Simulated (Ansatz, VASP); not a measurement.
## CdF2 in VASP and in Ansatz

Contents of INCAR:

```
SYSTEM = CdF2
  PREC = Accurate
  ENCUT = 520
  EDIFF = 1E-6
  ISMEAR = -1
  SIGMA = 0.05
  LREAL = .False.
  LASPH = .True.
  NELM = 150
  ALGO = Normal
  ISIF = 2
  LWAVE = .False.
  LCHARG = .True.
  MAGMOM = 0 0 0 0 0 0 0 0 0
  LORBIT = 11
  LSORBIT = .True.
  GGA_COMPAT = .False.
  LORBMOM = .True.
  GGA = PS
  LVHAR = .True.
  NBANDS = 39
```

The input KPOINTS:

```
Automatic mesh
0
Gamma
  9 9 9
  0 0 0
```

File POSCAR:

```
CdF2
1.0
    0.0000000000      2.6940000000      2.6940000000
    2.6940000000      0.0000000000      2.6940000000
    2.6940000000      2.6940000000      0.0000000000
Cd F
1 2
Direct
    0.0000000000      0.0000000000      0.0000000000
    0.7500000000      0.7500000000      0.7500000000
    0.2500000000      0.2500000000      0.2500000000
```

input.yaml

```yaml
crystal:
  lattice:
    - [0.0, 2.694, 2.694]
    - [2.694, 0.0, 2.694]
    - [2.694, 2.694, 0.0]
  atoms:
    - { symbol: Cd, position: [0.0, 0.0, 0.0] }
    - { symbol: F, position: [0.75, 0.75, 0.75] }
    - { symbol: F, position: [0.25, 0.25, 0.25] }
hamiltonian:
  xc: pbesol
  pseudopotentials: { kind: paw_fr }
magnetization:
  noncollinear: true
  spin_orbit: true
kpoints:
  mp_grid: { grid: [9, 9, 9] }
  band_path:
    path:
      - [[0.0, 0.0, 0.0], [0.5, 0.0, 0.5], [0.5, 0.25, 0.75], [0.375, 0.375, 0.75], [0.0, 0.0, 0.0], [0.5, 0.5, 0.5], [0.625, 0.25, 0.625], [0.5, 0.25, 0.75], [0.5, 0.5, 0.5], [0.375, 0.375, 0.75]]
      - [[0.625, 0.25, 0.625], [0.5, 0.0, 0.5]]
    npoints: 14
scf:
  occupations: { method: fermi_dirac, width: 0.05 }
  n_extra_bands: 7
output:
  forces: true
  stress: true
  eigenvalues: true
  fatbands: false
```

Alike in both runs: functional PBEsol; k mesh 9 × 9 × 9; occupations fermi-dirac, width 0.05 eV; non-collinear spin, spin-orbit coupling.

```csv
,VASP,Ansatz
version,VASP 6.6.1,Ansatz 0.2.0
potentials or method,"VASP PAW PBE potentials, release 64 (Cd, F)",Ansatz PAW
plane-wave cutoff (eV),520,420
valence electrons in the cell,26,34
task,single point,band structure
```

```tsv
	VASP	Ansatz	Ansatz less VASP
pressure (GPa)	0.5	-0.3	-0.78
net moment per atom (μB)	0.00	0.00	0.000
```

VASP's potentials were made for PBE, not for PBEsol. VASP's potentials hold 26 valence electrons a cell and Ansatz's 34, so a difference there can come from the potentials and not from the codes.
